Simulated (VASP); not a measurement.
**SrCl2: single point with LDA**

Crystal: SrCl2.

```
Sr Cl
1.0
     0.00000    3.51245    3.51245
     3.51245    0.00000    3.51245
     3.51245    3.51245    0.00000
Sr Cl
1 2
Cartesian
  0.0000 0.0000 0.0000
  1.7562 1.7562 1.7562
  5.2687 5.2687 5.2687
```

```json
{"Program": "VASP 6.6.1", "Task": "single point", "Functional": "LDA", "Potentials or basis": "VASP PAW LDA potentials, release 64 (Sr_sv, Cl)", "Cutoff": "520 eV", "k mesh": "4 × 4 × 4", "Occupations": "gaussian, width 0.05 eV", "Spin": "no spin polarisation"}
```

| Quantity | Value |
| --- | --- |
| Pressure | -3.3 GPa |
| Band gap on the k mesh | 4.81 eV, indirect (least direct gap 5.15 eV) |

Levels at points of the mesh, in eV from the valence-band top:
| k point | band 10 | band 11 | band 12 | band 13 | band 14 | band 15 |
| --- | --- | --- | --- | --- | --- | --- |
| (0.00, 0.00, 0.00) | -0.34 | -0.34 | -0.34 | 4.81 | 5.83 | 5.83 |
| (0.50, 0.00, 0.00) | -1.34 | -1.05 | -1.05 | 6.42 | 6.42 | 7.22 |
| (0.50, 0.50, 0.00) | -0.41 | -0.41 | 0.00 | 5.16 | 6.75 | 7.30 |

Run time: 19 s on 1 thread of AMD EPYC 7R13 Processor (Zen 3) (shared host), peak memory 0.15 GiB.

A k mesh can miss the band edges. As with any semilocal functional, this LDA gap is likely too small.
